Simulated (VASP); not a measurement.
# Ni (Fm-3m) in VASP: further runs

Runs on Ni. Level: HSE06. Tasks: single point.

Everything below comes from runs of VASP 6.6.1. Logs are shortened: lines on timing, memory, paths and dates and some standing lists are left out, and cuts for length are marked.

## Step 1: The cell of the first run

Symmetry: Fm-3m, No. 225, cubic system. The conventional cell has a = 3.486 Å, b = 3.486 Å, c = 3.486 Å, α = 90.00°, β = 90.00°, γ = 90.00°. Within 3.3 Å of Ni (site symmetry m-3m) lie 12 Ni at 2.47 Å.

## Step 2: Single point, HSE06

File POSCAR:

```
Ni
1.0
    0.0000000000      1.7432211216      1.7432211216
    1.7432211216      0.0000000000      1.7432211216
    1.7432211216      1.7432211216      0.0000000000
Ni
1
Direct
    0.0000000000      0.0000000000      0.0000000000
```

File INCAR.step1:

```
PREC = Accurate
ENCUT = 510
EDIFF = 1E-5
ISMEAR = -1
SIGMA = 0.1
LREAL = F
LASPH = T
NELM = 120
ALGO = Normal
ISIF = 2
LWAVE = T
LCHARG = F
NBANDS = 15
GGA = PE
GGA_COMPAT = F
```

File INCAR.step2:

```
PREC = Accurate
ENCUT = 510
EDIFF = 1E-6
ISMEAR = -1
SIGMA = 0.1
LREAL = F
LASPH = T
NELM = 120
ALGO = Normal
ISIF = 2
LWAVE = F
LCHARG = F
GGA = PE
LHFCALC = T
HFSCREEN = 0.2079
PRECFOCK = Normal
NBANDS = 15
ISTART = 1
GGA_COMPAT = F
```

File KPOINTS:

```
Automatic mesh
0
Gamma
  6 6 6
```

Potentials or basis: VASP PAW PBE potentials, release 64 (Ni_sv_GW).

On the command line:

```
$ cat potpaw_PBE.64/Ni_sv_GW/POTCAR > POTCAR
$ cp INCAR.step1 INCAR
$ mpirun -np 1 vasp_std > vasp.out
$ cp INCAR.step2 INCAR
$ mpirun -np 1 vasp_std > vasp.out
```

OUTCAR:

```text
PREC = Accurate
   ENCUT = 510
   EDIFF = 1E-6
   ISMEAR = -1
   LREAL = F
   LASPH = T
   NELM = 120
   ISIF = 2
   GGA = PE
   LHFCALC = T
   HFSCREEN = 0.2079
   PRECFOCK = Normal
   ISTART = 1

 ion  position               nearest neighbor table
   1  0.000  0.000  0.000-

  LATTYP: Found a face centered cubic cell.
 ALAT       =     3.4864422432

  Lattice vectors:

 A1 = (   0.0000000000,   1.7432211216,   1.7432211216)
 A2 = (   1.7432211216,   0.0000000000,   1.7432211216)
 A3 = (   1.7432211216,   1.7432211216,   0.0000000000)

Analysis of symmetry for initial positions (statically):
=====================================================================
 Subroutine PRICEL returns:
 Original cell was already a primitive cell.

 Routine SETGRP: Setting up the symmetry group for a
 face centered cubic supercell.

 Subroutine GETGRP returns: Found 48 space group operations
 (whereof 48 operations were pure point group operations)
 out of a pool of 48 trial point group operations.

The static configuration has the point symmetry O_h .

Analysis of symmetry for dynamics (positions and initial velocities):
=====================================================================
 Subroutine PRICEL returns:
 Original cell was already a primitive cell.

 Routine SETGRP: Setting up the symmetry group for a
 face centered cubic supercell.

 Subroutine GETGRP returns: Found 48 space group operations
 (whereof 48 operations were pure point group operations)
 out of a pool of 48 trial point group operations.

The dynamic configuration has the point symmetry O_h .

 Subroutine INISYM returns: Found 48 space group operations
 (whereof 48 operations are pure point group operations),
 and found     1 'primitive' translations

----------------------------------------------------------------------------------------

                                     Primitive cell

  volume of cell :      10.5947

  direct lattice vectors                    reciprocal lattice vectors
     0.000000000  1.743221122  1.743221122    -0.286825345  0.286825345  0.286825345
     1.743221122  0.000000000  1.743221122     0.286825345 -0.286825345  0.286825345
     1.743221122  1.743221122  0.000000000     0.286825345  0.286825345 -0.286825345

  length of vectors
     2.465286952  2.465286952  2.465286952     0.496796071  0.496796071  0.496796071

  position of ions in fractional coordinates (direct lattice)
[... 82 lines left out ...]
   EFERMI =   0.00;   METHOD = LEGACY
   ISMEAR =    -1;   SIGMA  =   0.10  broadening in eV -4-tet -1-fermi 0-gaus
   EFERMI_NEDOS =   21; number of points for ismear=-14 and -15
   IALGO  =     38    algorithm
   IMIX   =      1    mixing-type and parameters
     AMIX     =   0.40;   BMIX     =  1.00
     AMIX_MAG =   1.60;   BMIX_MAG =  1.00
  volume/ion in A,a.u.               =      10.59        71.50
  Fermi-wavevector in a.u.,A,eV,Ry     =   1.953454  3.691493 51.919594  3.815983
  Thomas-Fermi vector in A             =   2.980269
   LORBIT       =      0    0 simple, 1 ext, 2 COOP (PROOUT), +10 PAW based schemes
   GGA     = PE    functional components
   LHFCALC =     T    Hartree Fock is set to
   PRECFOCK=normal    Normal, Fast or Accurate (Low or Medium for compatibility)
   ENCUT4O =  -1.0   cutoff for four orbital integrals eV
   NKREDX  =     1    reduce k-point grid by
   NKREDY  =     1    reduce k-point grid by
   NKREDZ  =     1    reduce k-point grid by
   AEXX    =    0.2500 exact exchange contribution
   HFSCREEN=    0.2079 screening length (either q_TF or 0.3 A-1)
   HFSCREENC=   0.2079 screening length for correlation (either q_TF or 0.3 A-1)
   ENCUTFOCK=  -1.0 apply spherical cutoff to Coloumb kernel
   IVDW    =     0    specifies the selected vdW correction
   LEPSILON=     F    determine dielectric tensor
   LRPA    =     F    only Hartree local field effects (RPA)
 non-spin polarized calculation
  energy-cutoff  :      510.00
  volume of cell :       10.59
 maximum number of plane-waves:       291
  NGX = 14; NGY = 14; NGZ = 14

 number of electron      18.0000006 magnetization

 Free energy of the ion-electron system (eV)
  ---------------------------------------------------
  ext. energy  EPLUGINS =         0.00000000
  ---------------------------------------------------
  free energy    TOTEN  =        -5.21635897 eV

  energy without entropy =       -5.16796366  energy(sigma->0) =       -5.19216131

 E-fermi :   7.1335     XC(G=0): -11.3102

 val. band max:        7.0518246283   @ k =   0.5000   0.1667   0.0000
 cond. band min:       7.1970344333   @ k =  -0.3333   0.3333   0.1667
 fundamental gap:      0.1452098050
 Fermi energy:         7.1335066870

 k-point     1 :       0.0000    0.0000    0.0000
  band No.  band energies     occupation
      1    -101.1654      2.00000
      2     -59.8013      2.00000
      3     -59.8013      2.00000
      4     -59.8013      2.00000
      5      -2.3971      2.00000
      6       4.7227      2.00000
      7       4.7227      2.00000
      8       4.7228      2.00000
      9       5.4923      2.00000
     10       5.4923      2.00000
     11      32.7049      0.00000
     12      37.2673      0.00000
     13      37.2673      0.00000
     14      37.2673      0.00000
[... 257 lines left out ...]
      2     -60.0412      2.00000
      3     -59.9583      2.00000
      4     -59.9187      2.00000
      5       2.3848      2.00000
      6       3.2481      2.00000
      7       5.2275      2.00000
      8       5.7860      2.00000
      9       7.6288      0.01403
     10      14.2600      0.00000
     11      18.8199      0.00000
     12      19.6864      0.00000
     13      21.4318      0.00000
     14      35.4843      0.00000
     15      39.4240      0.00000

------------------------ aborting loop because EDIFF is reached ----------------------------------------

  FORCE on cell =-STRESS in cart. coord.  units (eV):
  Direction    XX          YY          ZZ          XY          YZ          ZX
  --------------------------------------------------------------------------------------
  -------------------------------------------------------------------------------------
  Total       -0.4901521     -0.4901521     -0.4901521      0.0000000      0.0000000      0.0000000
  in kB      -74.1231735    -74.1231735    -74.1231735      0.0000000      0.0000000      0.0000000
  external PRESSURE =     -74.1231735 kB  Pullay stress =       0.0000000 kB

 VOLUME and BASIS-vectors are now :
 -----------------------------------------------------------------------------
  energy-cutoff  :      510.00
  volume of cell :       10.59
      direct lattice vectors                 reciprocal lattice vectors
     0.000000000  1.743221122  1.743221122    -0.286825345  0.286825345  0.286825345
     1.743221122  0.000000000  1.743221122     0.286825345 -0.286825345  0.286825345
     1.743221122  1.743221122  0.000000000     0.286825345  0.286825345 -0.286825345

 POSITION                                       TOTAL-FORCE (eV/Angst)
 -----------------------------------------------------------------------------------
      0.00000      0.00000      0.00000         0.000000      0.000000      0.000000
 -----------------------------------------------------------------------------------
    total drift:                               -0.000003     -0.000002      0.000001

  FREE ENERGIE OF THE ION-ELECTRON SYSTEM (eV)
  ---------------------------------------------------
  free  energy   TOTEN  =        -5.2163589715 eV

  energy  without entropy=       -5.1679636580  energy(sigma->0) =       -5.19216131
```

Wall time 9.4 min (1 thread of Intel Xeon Platinum 8488C (Sapphire Rapids), shared host); peak memory 0.23 GiB.

Results:

```yaml
Free_energy: -5.2164 eV
Pressure: -7.4 GPa
Band_gap_on_the_k_mesh: zero (bands 9 and 10 overlap by 2.14 eV)
```

Levels at points of the mesh, in eV from the Fermi level:
```csv
k point,band 7,band 8,band 9,band 10,band 11,band 12
"(0.00, 0.00, 0.00)",-2.41,-2.41,-1.64,-1.64,25.57,30.13
"(0.50, 0.00, 0.00)",-2.75,-0.16,-0.16,0.46,7.86,24.06
"(0.50, 0.50, 0.00)",-0.74,0.50,0.50,3.59,11.37,17.04
```

Caveat: the k points lie up to 0.52 Å⁻¹ apart, too coarse for converged energies and pressures of a metal; the PAW data sets were made with another functional, which shifts forces and pressure a little; the run has no spin polarisation, though such a crystal can be magnetic.

## Step 3: Single point, HSE06

This run uses another cell than the first one, of 11.24 Å³/atom.

File POSCAR:

```
Ni
1.0
    0.0000000000      1.7780947537      1.7780947537
    1.7780947537      0.0000000000      1.7780947537
    1.7780947537      1.7780947537      0.0000000000
Ni
1
Direct
    0.0000000000      0.0000000000      0.0000000000
```

File INCAR.step1:

```
SYSTEM = Ni
PREC = Accurate
ENCUT = 510
EDIFF = 1E-5
ISMEAR = -1
SIGMA = 0.1
LREAL = .FALSE.
LASPH = .TRUE.
NELM = 120
ALGO = Normal
ISIF = 2
LWAVE = .TRUE.
GGA = PE
NBANDS = 15
GGA_COMPAT = .FALSE.
```

File INCAR.step2:

```
SYSTEM = Ni
PREC = Accurate
ENCUT = 510
EDIFF = 1E-6
ISMEAR = -1
SIGMA = 0.1
LREAL = .FALSE.
LASPH = .TRUE.
NELM = 120
ALGO = Normal
ISIF = 2
LWAVE = .FALSE.
LCHARG = .TRUE.
GGA = PE
LHFCALC = .TRUE.
HFSCREEN = 0.2079
PRECFOCK = Normal
LELF = .TRUE.
LVHAR = .TRUE.
ISTART = 1
NBANDS = 15
GGA_COMPAT = .FALSE.
```

File KPOINTS:

```
regular mesh
0
G
  6 6 6
  0 0 0
```

Potentials or basis: VASP PAW PBE potentials, release 64 (Ni_sv_GW).

On the command line:

```
$ cat potpaw_PBE.64/Ni_sv_GW/POTCAR > POTCAR
$ cp INCAR.step1 INCAR
$ mpirun -np 1 vasp_std > vasp.out
$ cp INCAR.step2 INCAR
$ mpirun -np 1 vasp_std > vasp.out
```

OUTCAR:

```text
SYSTEM = Ni
   PREC = Accurate
   ENCUT = 510
   EDIFF = 1E-6
   ISMEAR = -1
   LREAL = .FALSE.
   LASPH = .TRUE.
   NELM = 120
   ISIF = 2
   GGA = PE
   LHFCALC = .TRUE.
   HFSCREEN = 0.2079
   PRECFOCK = Normal
   ISTART = 1

 ion  position               nearest neighbor table
   1  0.000  0.000  0.000-

  LATTYP: Found a face centered cubic cell.
 ALAT       =     3.5561895074

  Lattice vectors:

 A1 = (   0.0000000000,   1.7780947537,   1.7780947537)
 A2 = (   1.7780947537,   0.0000000000,   1.7780947537)
 A3 = (   1.7780947537,   1.7780947537,   0.0000000000)

Analysis of symmetry for initial positions (statically):
=====================================================================
 Subroutine PRICEL returns:
 Original cell was already a primitive cell.

 Routine SETGRP: Setting up the symmetry group for a
 face centered cubic supercell.

 Subroutine GETGRP returns: Found 48 space group operations
 (whereof 48 operations were pure point group operations)
 out of a pool of 48 trial point group operations.

The static configuration has the point symmetry O_h .

Analysis of symmetry for dynamics (positions and initial velocities):
=====================================================================
 Subroutine PRICEL returns:
 Original cell was already a primitive cell.

 Routine SETGRP: Setting up the symmetry group for a
 face centered cubic supercell.

 Subroutine GETGRP returns: Found 48 space group operations
 (whereof 48 operations were pure point group operations)
 out of a pool of 48 trial point group operations.

The dynamic configuration has the point symmetry O_h .

 Subroutine INISYM returns: Found 48 space group operations
 (whereof 48 operations are pure point group operations),
 and found     1 'primitive' translations

[... 116 lines left out ...]
   HFSCREEN=    0.2079 screening length (either q_TF or 0.3 A-1)
   HFSCREENC=   0.2079 screening length for correlation (either q_TF or 0.3 A-1)
   ENCUTFOCK=  -1.0 apply spherical cutoff to Coloumb kernel
   IVDW    =     0    specifies the selected vdW correction
   LEPSILON=     F    determine dielectric tensor
   LRPA    =     F    only Hartree local field effects (RPA)
 non-spin polarized calculation
  energy-cutoff  :      510.00
  volume of cell :       11.24
 maximum number of plane-waves:       304
 NGX is ok and might be reduce to    20
  NGX = 14; NGY = 14; NGZ = 14

 number of electron      17.9999992 magnetization

 Free energy of the ion-electron system (eV)
  ---------------------------------------------------
  ext. energy  EPLUGINS =         0.00000000
  ---------------------------------------------------
  free energy    TOTEN  =        -5.18313404 eV

  energy without entropy =       -5.13238483  energy(sigma->0) =       -5.15775943

 E-fermi :   6.4050     XC(G=0): -11.0122

 val. band max:        6.3169819810   @ k =   0.5000   0.1667   0.0000
 cond. band min:       6.4706108173   @ k =  -0.3333   0.3333   0.1667
 fundamental gap:      0.1536288363
 Fermi energy:         6.4049889459

 k-point     1 :       0.0000    0.0000    0.0000
  band No.  band energies     occupation
      1    -101.7545      2.00000
      2     -60.4220      2.00000
      3     -60.4220      2.00000
      4     -60.4220      2.00000
      5      -2.6681      2.00000
      6       4.1844      2.00000
      7       4.1844      2.00000
      8       4.1844      2.00000
      9       4.8382      2.00000
     10       4.8383      2.00000
     11      31.4566      0.00000
     12      35.5747      0.00000
     13      35.5748      0.00000
     14      35.5748      0.00000
[... 257 lines left out ...]
      2     -60.6207      2.00000
      3     -60.5534      2.00000
      4     -60.5203      2.00000
      5       2.0013      2.00000
      6       2.8306      2.00000
      7       4.6662      2.00000
      8       5.1104      2.00000
      9       6.8704      0.01887
     10      13.2782      0.00000
     11      17.5937      0.00000
     12      18.4920      0.00000
     13      20.0829      0.00000
     14      33.8620      0.00000
     15      37.3629      0.00000

------------------------ aborting loop because EDIFF is reached ----------------------------------------

  FORCE on cell =-STRESS in cart. coord.  units (eV):
  Direction    XX          YY          ZZ          XY          YZ          ZX
  --------------------------------------------------------------------------------------
  -------------------------------------------------------------------------------------
  Total       -1.2184352     -1.2184352     -1.2184352      0.0000000      0.0000000      0.0000000
  in kB     -173.6274292   -173.6274292   -173.6274292      0.0000000      0.0000000      0.0000000
  external PRESSURE =    -173.6274292 kB  Pullay stress =       0.0000000 kB

 VOLUME and BASIS-vectors are now :
 -----------------------------------------------------------------------------
  energy-cutoff  :      510.00
  volume of cell :       11.24
      direct lattice vectors                 reciprocal lattice vectors
     0.000000000  1.778094754  1.778094754    -0.281199862  0.281199862  0.281199862
     1.778094754  0.000000000  1.778094754     0.281199862 -0.281199862  0.281199862
     1.778094754  1.778094754  0.000000000     0.281199862  0.281199862 -0.281199862

 POSITION                                       TOTAL-FORCE (eV/Angst)
 -----------------------------------------------------------------------------------
      0.00000      0.00000      0.00000        -0.000000     -0.000000      0.000000
 -----------------------------------------------------------------------------------
    total drift:                               -0.000001     -0.000000     -0.000001

  FREE ENERGIE OF THE ION-ELECTRON SYSTEM (eV)
  ---------------------------------------------------
  free  energy   TOTEN  =        -5.1831340375 eV

  energy  without entropy=       -5.1323848297  energy(sigma->0) =       -5.15775943
```

Run time: 7.8 min. Hardware: 1 thread of Intel Xeon 6975P-C (Granite Rapids), shared host; peak memory 0.24 GiB.

Results:

```yaml
Free_energy: -5.1831 eV
Pressure: -17.4 GPa
Band_gap_on_the_k_mesh: zero (bands 9 and 10 overlap by 2.03 eV)
```

Levels at points of the mesh, in eV from the Fermi level:
```
           k point  band 5  band 6  band 7  band 8  band 9  band 10  band 11  band 12  band 13  band 14
(0.00, 0.00, 0.00)   -9.07   -2.22   -2.22   -2.22   -1.57    -1.57    25.05    29.17    29.17    29.17
(0.50, 0.00, 0.00)   -4.79   -2.56   -2.56   -0.17   -0.17     0.58     7.40    23.56    26.44    26.44
(0.50, 0.50, 0.00)   -5.04   -4.16   -0.74    0.46    0.46     3.55    10.81    16.47    16.47    21.65
```

Caveat: the k points lie up to 0.51 Å⁻¹ apart, too coarse for converged energies and pressures of a metal; the PAW data sets were made with another functional, which shifts forces and pressure a little; the run has no spin polarisation, though such a crystal can be magnetic. Spin polarisation is off, so any magnetic state and its effect on volume and gap are missing.

The gap in the log of VASP goes by the Fermi energy; the results here count the filled bands.